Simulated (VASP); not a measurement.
# CaIrN2 (R-3m) in VASP: notebook

The runs below take CaIrN2 through single point, with PBEsol.

Program: VASP 6.6.1. These are calculated values, not measurements. Logs are shortened: lines on timing, memory, paths and dates and some standing lists are left out, and cuts for length are marked.

### Step 1. The cell of the first run

The structure is trigonal, space group R-3m (No. 166). The conventional cell has a = 3.298 Å, b = 3.298 Å, c = 15.028 Å, α = 90.00°, β = 90.00°, γ = 120.00°. Ca (site symmetry -3m) has 6 N at 2.45 Å and 6 Ir at 3.15 Å within 3.2 Å. Ir (site symmetry -3m) has 6 N at 2.13 Å within 2.8 Å. N (site symmetry 3m) has 3 Ir at 2.13 Å and 3 Ca at 2.45 Å and 3 N at 2.71 Å within 2.8 Å.

### Step 2. Single point, PBEsol

Contents of INCAR:

```
SYSTEM = CaIrN2
PREC = Accurate ; ENCUT = 520
EDIFF = 1E-7 ; ISMEAR = 1
SIGMA = 0.05 ; LREAL = .False.
LASPH = .True. ; NELM = 60
ALGO = Normal ; ISIF = 2
LWAVE = .False. ; LCHARG = .False.
GGA = PS ; NBANDS = 22
```

Contents of KPOINTS:

```
Automatic mesh
0
Gamma
  8 8 8
  0 0 0
```

Contents of POSCAR:

```
CaIrN2
1.0
    1.6488500000      0.9519639900      5.0094002200
   -1.6488500000      0.9519639900      5.0094002200
    0.0000000000     -1.9039279800      5.0094002200
Ca Ir N
1 1 2
Direct
    0.0000000000      0.0000000000      0.0000000000
    0.5000000000      0.5000000000      0.5000000000
    0.7691190000      0.7691190000      0.7691190000
    0.2308810000      0.2308810000      0.2308810000
```

Potentials or basis: VASP PAW PBE potentials, release 64 (Ca_sv, Ir, N).

Started as:

```
$ cat potpaw_PBE.64/Ca_sv/POTCAR potpaw_PBE.64/Ir/POTCAR potpaw_PBE.64/N/POTCAR > POTCAR
$ mpirun -np 1 vasp_std > vasp.out
```

OUTCAR:

```text
SYSTEM = CaIrN2
   PREC = Accurate
   ENCUT = 520
   EDIFF = 1E-7
   ISMEAR = 1
   LREAL = .False.
   LASPH = .True.
   NELM = 60
   ISIF = 2
   GGA = PS

 ion  position               nearest neighbor table
   1  0.000  0.000  0.000-   3 2.45   4 2.45   3 2.45   3 2.45   4 2.45   4 2.45   2 3.15   2 3.15
                             2 3.15   2 3.15   2 3.15   2 3.15
   2  0.500  0.500  0.500-   4 2.13   3 2.13   4 2.13   4 2.13   3 2.13   3 2.13   1 3.15   1 3.15
                             1 3.15   1 3.15   1 3.15   1 3.15
   3  0.769  0.769  0.769-   2 2.13   2 2.13   2 2.13   1 2.45   1 2.45   1 2.45
   4  0.231  0.231  0.231-   2 2.13   2 2.13   2 2.13   1 2.45   1 2.45   1 2.45

  LATTYP: Found a trigonal (rhomboedric) cell.
 ALAT       =     5.3590141187
 COS(alpha) =     0.8106686683

  Lattice vectors:

 A1 = (   1.6488500000,   0.9519639900,   5.0094002200)
 A2 = (  -1.6488500000,   0.9519639900,   5.0094002200)
 A3 = (   0.0000000000,  -1.9039279800,   5.0094002200)

Analysis of symmetry for initial positions (statically):
=====================================================================
 Subroutine PRICEL returns:
 Original cell was already a primitive cell.

 Routine SETGRP: Setting up the symmetry group for a
 trigonal (rhombohedral) supercell.

 Subroutine GETGRP returns: Found 12 space group operations
 (whereof 12 operations were pure point group operations)
 out of a pool of 12 trial point group operations.

The static configuration has the point symmetry D_3d.

Analysis of symmetry for dynamics (positions and initial velocities):
=====================================================================
 Subroutine PRICEL returns:
 Original cell was already a primitive cell.

 Routine SETGRP: Setting up the symmetry group for a
 trigonal (rhombohedral) supercell.

 Subroutine GETGRP returns: Found 12 space group operations
 (whereof 12 operations were pure point group operations)
 out of a pool of 12 trial point group operations.

The dynamic configuration has the point symmetry D_3d.

 Subroutine INISYM returns: Found 12 space group operations
 (whereof 12 operations are pure point group operations),
 and found     1 'primitive' translations

----------------------------------------------------------------------------------------

                                     Primitive cell

  volume of cell :      47.1779

  direct lattice vectors                    reciprocal lattice vectors
     1.648850000  0.951963990  5.009400220     0.303241653  0.175076650  0.066541566
    -1.648850000  0.951963990  5.009400220    -0.303241653  0.175076650  0.066541566
     0.000000000 -1.903927980  5.009400220     0.000000000 -0.350153301  0.066541566

  length of vectors
     5.359014119  5.359014119  5.359014118     0.356419856  0.356419856  0.356419856

  position of ions in fractional coordinates (direct lattice)
     0.000000000  0.000000000  0.000000000
     0.500000000  0.500000000  0.500000000
     0.769119000  0.769119000  0.769119000
     0.230881000  0.230881000  0.230881000

  ion indices of the primitive-cell ions
   primitive index   ion index
                 1           1
                 2           2
                 3           3
                 4           4

----------------------------------------------------------------------------------------

 KPOINTS: Automatic mesh

Automatic generation of k-mesh.
 Grid dimensions read from file:
 generate k-points for:    8    8    8

 Generating k-lattice:

  Cartesian coordinates                     Fractional coordinates (reciprocal lattice)
     0.037905207  0.021884581  0.008317696     0.125000000  0.000000000  0.000000000
    -0.037905207  0.021884581  0.008317696     0.000000000  0.125000000  0.000000000
     0.000000000 -0.043769163  0.008317696     0.000000000  0.000000000  0.125000000

  Length of vectors
     0.044552482  0.044552482  0.044552482

  Shift w.r.t. Gamma in fractional coordinates (k-lattice)
     0.000000000  0.000000000  0.000000000

 Subroutine IBZKPT returns following result:
 ===========================================

 Found     65 irreducible k-points:

 Following reciprocal coordinates:
            Coordinates               Weight
  0.000000  0.000000  0.000000      1.000000
  0.125000 -0.000000  0.000000      6.000000
  0.250000 -0.000000  0.000000      6.000000
  0.375000 -0.000000 -0.000000      6.000000
  0.500000 -0.000000  0.000000      3.000000
  0.125000  0.125000  0.000000      6.000000
[... 16 lines left out ...]
  0.250000  0.125000  0.125000      6.000000
  0.375000  0.125000  0.125000      6.000000
 [... further k-points ...]
   k-points           NKPTS =     65   k-points in BZ     NKDIM =     65   number of bands    NBANDS=     22
   number of dos      NEDOS =    301   number of ions     NIONS =      4
   total plane-waves  NPLWV =  64000
   dimension x,y,z NGX =    40 NGY =   40 NGZ =   40
   dimension x,y,z NGXF=    80 NGYF=   80 NGZF=   80
   ions per type =               1   1   2
   NGX,Y,Z   is equivalent  to a cutoff of  12.41, 12.41, 12.41 a.u.
   NGXF,Y,Z  is equivalent  to a cutoff of  24.82, 24.82, 24.82 a.u.
 SYSTEM =  CaIrN2
   PREC   = accura    normal or accurate (medium, high low for compatibility)
   ISTART =      0    job   : 0-new  1-cont  2-samecut
   ICHARG =      2    charge: 1-file 2-atom 10-const
   ISPIN  =      1    spin polarized calculation?
   LNONCOLLINEAR =      F non collinear calculations
   LSORBIT =      F    spin-orbit coupling
   LASPH  =      T    aspherical Exc in radial PAW
   ENCUT  =  520.0 eV  38.22 Ry    6.18 a.u.   9.96  9.96  9.96*2*pi/ulx,y,z
   NELM   =     60;   NELMIN=  2; NELMDL= -5     # of ELM steps
   EDIFF  = 0.1E-06   stopping-criterion for ELM
   LREAL  =      F    real-space projection
   EDIFFG = 0.1E-05   stopping-criterion for IOM
   NSW    =      0    number of steps for IOM
   IBRION =     -1    ionic relax: 0-MD 1-quasi-New 2-CG
   NFREE  =      0    steps in history (QN), initial steepest desc. (CG)
   ISIF   =      2    stress and relaxation
   ISYM   =      2    0-nonsym 1-usesym 2-fastsym
   POTIM  = 0.5000    time-step for ionic-motion
   TEBEG  =    0.0;   TEEND  =   0.0 temperature during run
   PSTRESS=    0.0 pullay stress
   NELECT =      29.0000    total number of electrons
   NUPDOWN=      -1.0000    fix difference up-down
   EMIN   =  10.00;   EMAX   =-10.00  energy-range for DOS
   EFERMI =   0.00;   METHOD = LEGACY
   ISMEAR =     1;   SIGMA  =   0.05  broadening in eV -4-tet -1-fermi 0-gaus
   EFERMI_NEDOS =   21; number of points for ismear=-14 and -15
   IALGO  =     38    algorithm
   IMIX   =      4    mixing-type and parameters
     AMIX     =   0.40;   BMIX     =  1.00
     AMIX_MAG =   1.60;   BMIX_MAG =  1.00
  volume/ion in A,a.u.               =      11.79        79.59
  Fermi-wavevector in a.u.,A,eV,Ry     =   1.391964  2.630430 26.362149  1.937563
  Thomas-Fermi vector in A             =   2.515752
   LORBIT       =      0    0 simple, 1 ext, 2 COOP (PROOUT), +10 PAW based schemes
   GGA     = PS    functional components
   LHFCALC =     F    Hartree Fock is set to
   AEXX    =    0.0000 exact exchange contribution
   IVDW    =     0    specifies the selected vdW correction
   LEPSILON=     F    determine dielectric tensor
   LRPA    =     F    only Hartree local field effects (RPA)
 non-spin polarized calculation
 Methfessel and Paxton  Order N= 1 SIGMA  =   0.05
  energy-cutoff  :      520.00
  volume of cell :       47.18
 maximum number of plane-waves:      1287
   NGX = 19   NGY = 19   NGZ = 19

 number of electron      28.9999998 magnetization

 Free energy of the ion-electron system (eV)
  ---------------------------------------------------
  ext. energy  EPLUGINS =         0.00000000
  ---------------------------------------------------
  free energy    TOTEN  =       -30.52898700 eV

  energy without entropy =      -30.52938208  energy(sigma->0) =      -30.52911869

 E-fermi :   6.6117     XC(G=0): -12.3130

 val. band max:        6.6053052502   @ k =  -0.2500   0.5000   0.2500
 cond. band min:       6.6356099402   @ k =   0.3750   0.3750   0.1250
 fundamental gap:      0.0303046899
 Fermi energy:         6.6117029581

 k-point     1 :       0.0000    0.0000    0.0000
  band No.  band energies     occupation
      1     -32.6406      2.00000
      2     -14.0665      2.00000
      3     -13.5119      2.00000
      4     -13.5119      2.00000
      5      -9.4623      2.00000
      6      -6.1472      2.00000
[... 14 lines left out ...]
     21      12.2332      0.00000
     22      12.8831      0.00000

 k-point     2 :       0.1250   -0.0000    0.0000
  band No.  band energies     occupation
      1     -32.6266      2.00000
      2     -14.0351      2.00000
      3     -13.6414      2.00000
      4     -13.5349      2.00000
      5      -9.1960      2.00000
      6      -6.3948      2.00000
[... 14 lines left out ...]
     21      12.4158      0.00000
     22      13.6373      0.00000

 k-point     3 :       0.2500   -0.0000    0.0000
  band No.  band energies     occupation
      1     -32.5927      2.00000
      2     -13.9620      2.00000
      3     -13.9227      2.00000
      4     -13.5897      2.00000
      5      -8.5458      2.00000
      6      -6.8670      2.00000
[... 14 lines left out ...]
     21      13.0251      0.00000
     22      14.2945      0.00000

 k-point     4 :       0.3750   -0.0000   -0.0000
  band No.  band energies     occupation
      1     -32.5584      2.00000
      2     -14.1981      2.00000
      3     -13.8649      2.00000
      4     -13.6437      2.00000
      5      -7.8699      2.00000
      6      -7.2202      2.00000
[... 14 lines left out ...]
     21      13.4150      0.00000
     22      14.1248      0.00000

 k-point     5 :       0.5000   -0.0000    0.0000
  band No.  band energies     occupation
      1     -32.5441      2.00000
      2     -14.3030      2.00000
      3     -13.8271      2.00000
      4     -13.6659      2.00000
      5      -7.5675      2.00000
      6      -7.3536      2.00000
[... 14 lines left out ...]
     21      13.9158      0.00000
     22      14.2812      0.00000

 k-point     6 :       0.1250    0.1250    0.0000
  band No.  band energies     occupation
      1     -32.6266      2.00000
      2     -14.0412      2.00000
      3     -13.6405      2.00000
      4     -13.5347      2.00000
      5      -9.1682      2.00000
      6      -6.4301      2.00000
[... 14 lines left out ...]
     21      12.4291      0.00000
     22      13.7139      0.00000

 k-point     7 :       0.2500    0.1250   -0.0000
  band No.  band energies     occupation
      1     -32.6026      2.00000
      2     -13.9879      2.00000
      3     -13.8318      2.00000
      4     -13.5873      2.00000
      5      -8.6957      2.00000
      6      -6.7887      2.00000
[... 324 lines left out ...]
      6      -7.2494      2.00000
[... 14 lines left out ...]
     21      14.1774      0.00000
     22      14.4430      0.00000

 k-point    21 :       0.5000    0.5000    0.0000
  band No.  band energies     occupation
      1     -32.5445      2.00000
      2     -14.2834      2.00000
      3     -13.8196      2.00000
      4     -13.6630      2.00000
      5      -7.9241      2.00000
      6      -6.9439      2.00000
[... 14 lines left out ...]
     21      13.9373      0.00000
     22      14.5164      0.00000

 k-point    22 :       0.1250    0.1250    0.1250
  band No.  band energies     occupation
      1     -32.6404      2.00000
      2     -14.0866      2.00000
      3     -13.5122      2.00000
      4     -13.5122      2.00000
      5      -9.3823      2.00000
      6      -6.2391      2.00000
[... 14 lines left out ...]
     21      12.1436      0.00000
     22      13.2263      0.00000

 k-point    23 :       0.2500    0.1250    0.1250
  band No.  band energies     occupation
      1     -32.6263      2.00000
      2     -14.0618      2.00000
      3     -13.6399      2.00000
      4     -13.5354      2.00000
      5      -9.0916      2.00000
      6      -6.4883      2.00000
[... 14 lines left out ...]
     21      12.5387      0.00000
     22      13.4564      0.00000

 k-point    24 :       0.3750    0.1250    0.1250
  band No.  band energies     occupation
      1     -32.5924      2.00000
      2     -13.9756      2.00000
      3     -13.9255      2.00000
      4     -13.5901      2.00000
      5      -8.4973      2.00000
      6      -6.8597      2.00000
[... 14 lines left out ...]
     21      12.7015      0.00000
     22      14.5656      0.00000

 [... further k-points ...]
[... 5 lines left out ...]
  --------------------------------------------------------------------------------------
  -------------------------------------------------------------------------------------
  Total       -2.4708171     -2.4708171     -2.0917978      0.0000000     -0.0000000      0.0000000
  in kB      -83.9097708    -83.9097706    -71.0381493      0.0000000     -0.0000000      0.0000000
  external PRESSURE =     -79.6192302 kB  Pullay stress =       0.0000000 kB

 VOLUME and BASIS-vectors are now :
 -----------------------------------------------------------------------------
  energy-cutoff  :      520.00
  volume of cell :       47.18
      direct lattice vectors                 reciprocal lattice vectors
     1.648850000  0.951963990  5.009400220     0.303241653  0.175076650  0.066541566
    -1.648850000  0.951963990  5.009400220    -0.303241653  0.175076650  0.066541566
     0.000000000 -1.903927980  5.009400220     0.000000000 -0.350153301  0.066541566

 POSITION                                       TOTAL-FORCE (eV/Angst)
 -----------------------------------------------------------------------------------
      0.00000      0.00000      0.00000         0.000000      0.000000      0.000000
      0.00000      0.00000      7.51410        -0.000000     -0.000000      0.000000
      0.00000      0.00000     11.55847        -0.000000      0.000000      0.204953
      0.00000      0.00000      3.46973        -0.000000     -0.000000     -0.204953
 -----------------------------------------------------------------------------------
    total drift:                                0.000000      0.000000      0.000000

  FREE ENERGIE OF THE ION-ELECTRON SYSTEM (eV)
  ---------------------------------------------------
  free  energy   TOTEN  =       -30.5289870027 eV

  energy  without entropy=      -30.5293820791  energy(sigma->0) =      -30.52911869
```

Run time: 1.7 min. Hardware: 1 thread of Intel Xeon Platinum 8488C (Sapphire Rapids), shared host; peak memory 0.28 GiB.

What came out:

| Item | Value |
| --- | --- |
| Free energy | -30.5290 eV |
| Pressure | -8.0 GPa |
| Largest force | 0.205 eV/Å |

Forces on the atoms (eV/Å):
```
Ca   0.000  0.000  0.000
Ir   0.000  0.000  0.000
N    0.000  0.000  0.205
N    0.000  0.000 -0.205
```

Levels at points of the mesh, in eV from the Fermi level:
```csv
k point,band 12,band 13,band 14,band 15,band 16,band 17,band 18,band 19
"(0.00, 0.00, 0.00)",-1.26,-1.26,-0.92,-0.31,2.96,2.96,3.63,5.42
"(0.50, 0.00, 0.00)",-2.82,-1.48,-1.28,-0.77,2.82,3.25,3.96,6.64
"(0.50, 0.50, 0.00)",-2.23,-1.49,-1.33,-1.06,2.90,3.29,4.49,6.29
"(0.50, 0.50, 0.50)",-2.25,-1.87,-1.87,-0.26,3.07,4.37,4.37,5.00
```

Caveat: the PAW data sets were made with another functional, which shifts forces and pressure a little; spin-orbit coupling is left out, which moves the levels of the heavy elements.

(Part 1 of 2 ends here.)
